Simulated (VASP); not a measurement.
# Ni (Pm-3n) in VASP: notebook

The runs below take Ni through single point, with revPBE.

All numbers are computed with VASP 6.6.1; they aren't measurements. Logs are shortened: lines on timing, memory, paths and dates and some standing lists are left out, and cuts for length are marked.

### Step 1. The cell of the first run

It takes space group Pm-3n (No. 223, cubic). The conventional cell has a = 4.499 Å, b = 4.499 Å, c = 4.499 Å, α = 90.00°, β = 90.00°, γ = 90.00°. Within 3.3 Å of Ni (site symmetry m-3) lie 12 Ni at 2.51 Å. Ni (site symmetry -4m2) has 14 Ni at 2.25 to 2.75 Å within 3.0 Å.

### Step 2. Single point, revPBE, collinear spin, ferromagnetic start

INCAR reads:

```
PREC = Accurate ; ENCUT = 520
EDIFF = 1E-7 ; ISMEAR = -1
SIGMA = 0.05 ; LREAL = False
LASPH = True ; NELM = 150
ALGO = Normal ; ISIF = 2
LWAVE = False ; LCHARG = False
ISPIN = 2 ; MAGMOM = 0.8 0.8 0.8 0.8 0.8 0.8 0.8 0.8
LORBIT = 11 ; LMAXMIX = 4
GGA = RE ; NBANDS = 54
```

KPOINTS reads:

```
regular mesh
0
Gamma
  6 6 6
```

POSCAR reads:

```
Ni
1.0
    4.4987912240      0.0000000000      0.0000000000
    0.0000000000      4.4987912240      0.0000000000
    0.0000000000      0.0000000000      4.4987912240
Ni
8
Direct
    0.0000000000      1.0000000000      0.0000000000
    0.5000000000      0.5000000000      0.5000000000
    0.2500000000      1.0000000000      0.5000000000
    0.7500000000      0.0000000000      0.5000000000
    0.5000000000      0.2500000000      1.0000000000
    0.5000000000      0.7500000000      1.0000000000
    1.0000000000      0.5000000000      0.2500000000
    1.0000000000      0.5000000000      0.7500000000
```

Potentials or basis: VASP PAW PBE potentials, release 64 (Ni).

Started as:

```
cat potpaw_PBE.64/Ni/POTCAR > POTCAR
mpirun -np 1 vasp_std > vasp.out
```

OUTCAR:

```text
PREC = Accurate
   ENCUT = 520
   EDIFF = 1E-7
   ISMEAR = -1
   LREAL = False
   LASPH = True
   NELM = 150
   ISIF = 2
   ISPIN = 2
   LORBIT = 11
   GGA = RE

 ion  position               nearest neighbor table
   1  0.000  0.000  0.000-   3 2.51   4 2.51   5 2.51   6 2.51   7 2.51   8 2.51   3 2.51   4 2.51
                             7 2.51   8 2.51   5 2.51   6 2.51
   2  0.500  0.500  0.500-   3 2.51   4 2.51   5 2.51   6 2.51   7 2.51   8 2.51   5 2.51   6 2.51
                             3 2.51   4 2.51   7 2.51   8 2.51
   3  0.250  0.000  0.500-   4 2.25   4 2.25   1 2.51   1 2.51   2 2.51   2 2.51   8 2.75   5 2.75
                             5 2.75   6 2.75   6 2.75   7 2.75   8 2.75   7 2.75
   4  0.750  0.000  0.500-   3 2.25   3 2.25   1 2.51   1 2.51   2 2.51   2 2.51   8 2.75   5 2.75
                             5 2.75   6 2.75   6 2.75   7 2.75   8 2.75   7 2.75
   5  0.500  0.250  0.000-   6 2.25   6 2.25   1 2.51   2 2.51   2 2.51   1 2.51   8 2.75   4 2.75
                             3 2.75   4 2.75   3 2.75   7 2.75   7 2.75   8 2.75
   6  0.500  0.750  0.000-   5 2.25   5 2.25   1 2.51   2 2.51   2 2.51   1 2.51   8 2.75   4 2.75
                             3 2.75   4 2.75   3 2.75   7 2.75   7 2.75   8 2.75
   7  0.000  0.500  0.250-   8 2.25   8 2.25   1 2.51   2 2.51   1 2.51   2 2.51   3 2.75   4 2.75
                             5 2.75   3 2.75   4 2.75   6 2.75   5 2.75   6 2.75
   8  0.000  0.500  0.750-   7 2.25   7 2.25   1 2.51   2 2.51   1 2.51   2 2.51   3 2.75   4 2.75
                             5 2.75   3 2.75   4 2.75   6 2.75   5 2.75   6 2.75

  LATTYP: Found a simple cubic cell.
 ALAT       =     4.4987912240

  Lattice vectors:

 A1 = (   4.4987912240,   0.0000000000,   0.0000000000)
 A2 = (   0.0000000000,   4.4987912240,   0.0000000000)
 A3 = (   0.0000000000,   0.0000000000,   4.4987912240)

Analysis of symmetry for initial positions (statically):
=====================================================================
 Subroutine PRICEL returns:
 Original cell was already a primitive cell.

 Routine SETGRP: Setting up the symmetry group for a
 simple cubic supercell.

 Subroutine GETGRP returns: Found 48 space group operations
 (whereof 24 operations were pure point group operations)
 out of a pool of 48 trial point group operations.

The static configuration has the point symmetry T_h .
 The point group associated with its full space group is O_h .

Analysis of symmetry for dynamics (positions and initial velocities):
=====================================================================
 Subroutine PRICEL returns:
 Original cell was already a primitive cell.

 Routine SETGRP: Setting up the symmetry group for a
 simple cubic supercell.

 Subroutine GETGRP returns: Found 48 space group operations
 (whereof 24 operations were pure point group operations)
 out of a pool of 48 trial point group operations.

The dynamic configuration has the point symmetry T_h .
 The point group associated with its full space group is O_h .

Analysis of structural, dynamic, and magnetic symmetry:
=====================================================================
 Subroutine PRICEL returns:
 Original cell was already a primitive cell.

 Routine SETGRP: Setting up the symmetry group for a
 simple cubic supercell.

 Subroutine GETGRP returns: Found 48 space group operations
 (whereof 24 operations were pure point group operations)
 out of a pool of 48 trial point group operations.

The overall configuration has the point symmetry T_h .
 The point group associated with its full space group is O_h .

 Subroutine INISYM returns: Found 48 space group operations
 (whereof 24 operations are pure point group operations),
 and found     1 'primitive' translations

----------------------------------------------------------------------------------------

                                     Primitive cell

  volume of cell :      91.0516

  direct lattice vectors                    reciprocal lattice vectors
     4.498791224  0.000000000  0.000000000     0.222281931  0.000000000  0.000000000
     0.000000000  4.498791224  0.000000000     0.000000000  0.222281931  0.000000000
     0.000000000  0.000000000  4.498791224     0.000000000  0.000000000  0.222281931

  length of vectors
     4.498791224  4.498791224  4.498791224     0.222281931  0.222281931  0.222281931

  position of ions in fractional coordinates (direct lattice)
     0.000000000  0.000000000  0.000000000
     0.500000000  0.500000000  0.500000000
[... 75 lines left out ...]
   PREC   = accura    normal or accurate (medium, high low for compatibility)
   ISTART =      0    job   : 0-new  1-cont  2-samecut
   ICHARG =      2    charge: 1-file 2-atom 10-const
   ISPIN  =      2    spin polarized calculation?
   LNONCOLLINEAR =      F non collinear calculations
   LSORBIT =      F    spin-orbit coupling
   LASPH  =      T    aspherical Exc in radial PAW
   ENCUT  =  520.0 eV  38.22 Ry    6.18 a.u.   8.36  8.36  8.36*2*pi/ulx,y,z
   NELM   =    150;   NELMIN=  2; NELMDL= -5     # of ELM steps
   EDIFF  = 0.1E-06   stopping-criterion for ELM
   LREAL  =      F    real-space projection
   EDIFFG = 0.1E-05   stopping-criterion for IOM
   NSW    =      0    number of steps for IOM
   IBRION =     -1    ionic relax: 0-MD 1-quasi-New 2-CG
   NFREE  =      0    steps in history (QN), initial steepest desc. (CG)
   ISIF   =      2    stress and relaxation
   ISYM   =      2    0-nonsym 1-usesym 2-fastsym
   POTIM  = 0.5000    time-step for ionic-motion
   TEBEG  =    0.0;   TEEND  =   0.0 temperature during run
   PSTRESS=    0.0 pullay stress
   NELECT =      80.0000    total number of electrons
   NUPDOWN=      -1.0000    fix difference up-down
   EMIN   =  10.00;   EMAX   =-10.00  energy-range for DOS
   EFERMI =   0.00;   METHOD = LEGACY
   ISMEAR =    -1;   SIGMA  =   0.05  broadening in eV -4-tet -1-fermi 0-gaus
   EFERMI_NEDOS =   21; number of points for ismear=-14 and -15
   IALGO  =     38    algorithm
   IMIX   =      4    mixing-type and parameters
     AMIX     =   0.40;   BMIX     =  1.00
     AMIX_MAG =   1.60;   BMIX_MAG =  1.00
  volume/ion in A,a.u.               =      11.38        76.81
  Fermi-wavevector in a.u.,A,eV,Ry     =   1.567987  2.963065 33.451035  2.458582
  Thomas-Fermi vector in A             =   2.670085
   LORBIT       =     11    0 simple, 1 ext, 2 COOP (PROOUT), +10 PAW based schemes
   GGA     = RE    functional components
   LHFCALC =     F    Hartree Fock is set to
   AEXX    =    0.0000 exact exchange contribution
   IVDW    =     0    specifies the selected vdW correction
   LEPSILON=     F    determine dielectric tensor
   LRPA    =     F    only Hartree local field effects (RPA)
 spin polarized calculation
  energy-cutoff  :      520.00
  volume of cell :       91.05
 maximum number of plane-waves:      2470
 NGX is ok and might be reduce to    36
   NGX = 17   NGY = 17   NGZ = 17

 number of electron      79.9999950 magnetization       4.5834572

 Free energy of the ion-electron system (eV)
  ---------------------------------------------------
  ext. energy  EPLUGINS =         0.00000000
  ---------------------------------------------------
  free energy    TOTEN  =       -39.50728146 eV

  energy without entropy =      -39.35986164  energy(sigma->0) =      -39.43357155

 E-fermi :   8.8629     XC(G=0): -12.8847

 val. band max:        8.8588759503   @ k =   0.3333   0.3333   0.0000
 cond. band min:       8.8694030743   @ k =   0.3333   0.0000   0.0000
 fundamental gap:      0.0105271240
 Fermi energy:         8.8629455102

 spin component 1

 k-point     1 :       0.0000    0.0000    0.0000
  band No.  band energies     occupation
      1       0.1808      1.00000
      2       4.2325      1.00000
      3       4.2325      1.00000
      4       4.8470      1.00000
      5       5.2156      1.00000
      6       5.2156      1.00000
[... 1089 lines left out ...]
     51      22.7992      0.00000
     52      22.8015      0.00000
 Fermi energy:         8.8629455102

 spin component 2

 k-point     1 :       0.0000    0.0000    0.0000
  band No.  band energies     occupation
      1       0.1328      1.00000
      2       4.5579      1.00000
      3       4.5579      1.00000
      4       5.1129      1.00000
      5       5.7090      1.00000
      6       5.7090      1.00000
[... 1089 lines left out ...]
     51      22.8824      0.00000
     52      22.8858      0.00000
 [bands above 52 left out]

------------------------ aborting loop because EDIFF is reached ----------------------------------------

  FORCE on cell =-STRESS in cart. coord.  units (eV):
  Direction    XX          YY          ZZ          XY          YZ          ZX
  --------------------------------------------------------------------------------------
  -------------------------------------------------------------------------------------
  Total        0.0393401      0.0393401      0.0393401     -0.0000000      0.0000000     -0.0000000
  in kB        0.6922434      0.6922434      0.6922434     -0.0000000      0.0000000     -0.0000000
  external PRESSURE =       0.6922434 kB  Pullay stress =       0.0000000 kB

 VOLUME and BASIS-vectors are now :
 -----------------------------------------------------------------------------
  energy-cutoff  :      520.00
  volume of cell :       91.05
      direct lattice vectors                 reciprocal lattice vectors
     4.498791224  0.000000000  0.000000000     0.222281931  0.000000000  0.000000000
     0.000000000  4.498791224  0.000000000     0.000000000  0.222281931  0.000000000
     0.000000000  0.000000000  4.498791224     0.000000000  0.000000000  0.222281931

 POSITION                                       TOTAL-FORCE (eV/Angst)
 -----------------------------------------------------------------------------------
      0.00000      0.00000      0.00000        -0.000000     -0.000000     -0.000000
      2.24940      2.24940      2.24940        -0.000000     -0.000000     -0.000000
      1.12470      0.00000      2.24940         0.000000      0.000000      0.000000
      3.37409      0.00000      2.24940        -0.000000     -0.000000      0.000000
      2.24940      1.12470      0.00000         0.000000     -0.000000     -0.000000
      2.24940      3.37409      0.00000         0.000000     -0.000000      0.000000
      0.00000      2.24940      1.12470        -0.000000      0.000000     -0.000000
      0.00000      2.24940      3.37409         0.000000     -0.000000      0.000000
 -----------------------------------------------------------------------------------
    total drift:                                0.000000      0.000000     -0.000000

  FREE ENERGIE OF THE ION-ELECTRON SYSTEM (eV)
  ---------------------------------------------------
  free  energy   TOTEN  =       -39.5072814641 eV

  energy  without entropy=      -39.3598616422  energy(sigma->0) =      -39.43357155

 total charge

# of ion       s       p       d       tot
------------------------------------------
    1        0.482   0.467   8.303   9.253
    2        0.482   0.467   8.303   9.253
    3        0.477   0.454   8.323   9.254
    4        0.477   0.454   8.323   9.254
    5        0.477   0.454   8.323   9.254
    6        0.477   0.454   8.323   9.254
    7        0.477   0.454   8.323   9.254
    8        0.477   0.454   8.323   9.254
--------------------------------------------------
tot          3.824   3.661  66.546  74.030

 magnetization (x)

# of ion       s       p       d       tot
------------------------------------------
    1       -0.007  -0.025   0.626   0.594
    2       -0.007  -0.025   0.626   0.594
    3       -0.004  -0.022   0.610   0.584
    4       -0.004  -0.022   0.610   0.584
    5       -0.004  -0.022   0.610   0.584
    6       -0.004  -0.022   0.610   0.584
    7       -0.004  -0.022   0.610   0.584
    8       -0.004  -0.022   0.610   0.584
--------------------------------------------------
tot         -0.040  -0.183   4.914   4.691
```

It took 3.2 min on 1 thread of AMD EPYC 7R13 (Zen 3), shared host; peak memory 0.28 GiB.

What came out:

```
Free energy                                           : -39.5073 eV
Pressure                                              : 0.1 GPa
Net moment                                            : 4.58 μB per cell
Site moments                                          : Ni +0.59, +0.58 (each value once) μB
Valence electrons inside the program's atomic spheres : Ni 9.25
```

Caveat: the PAW data sets were made with another functional, which shifts forces and pressure a little.

(Continued in part 2 of 2.)
